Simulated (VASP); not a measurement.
## BiS: single point with PBEsol-based global hybrid with 25 % exact exchange

Crystal: BiS.

```xyz
2
Lattice="2.0464 1.1815 3.4271 -2.0464 1.1815 3.4271 0.0000 -2.3630 3.4271" Properties=species:S:1:pos:R:3 pbc="T T T"
Bi    0.0000    0.0000    0.0000
S     0.0000    0.0000    5.1406
```

```
Program             : VASP 6.6.1
Task                : single point
Functional          : PBEsol-based global hybrid with 25 % exact exchange
Potentials or basis : VASP PAW PBE potentials, release 64 (Bi_d, S)
Cutoff              : 520 eV
k mesh              : 4 × 4 × 4
Occupations         : fermi-dirac, width 0.05 eV
Spin                : no spin polarisation
```

```json
{"Pressure": "-0.3 GPa", "Band gap on the k mesh": "zero (an odd number of electrons rules out a gap without spin polarisation)"}
```

Levels at points of the mesh, in eV from the Fermi level:
```tsv
k point	band 7	band 8	band 9	band 10	band 11	band 12	band 13	band 14
(0.00, 0.00, 0.00)	-10.18	-5.03	-4.78	-4.78	3.49	3.49	3.54	5.51
(0.50, 0.00, 0.00)	-13.78	-4.40	-4.31	-2.79	-2.24	-0.94	-0.82	8.00
(0.50, 0.50, 0.00)	-12.10	-8.65	-6.63	-6.43	2.59	4.38	4.39	4.88
(0.50, 0.50, 0.50)	-13.91	-4.25	-4.25	-2.63	-2.01	-0.66	-0.66	7.95
```

It took 20 min on 1 thread of Intel Xeon 8259CL, on a shared host, peak memory 0.19 GiB.

Caveat: the k points lie up to 0.47 Å⁻¹ apart, too coarse for converged energies and pressures of a metal; the PAW data sets were made with another functional, which shifts forces and pressure a little; spin-orbit coupling is left out, which moves the levels of the heavy elements.
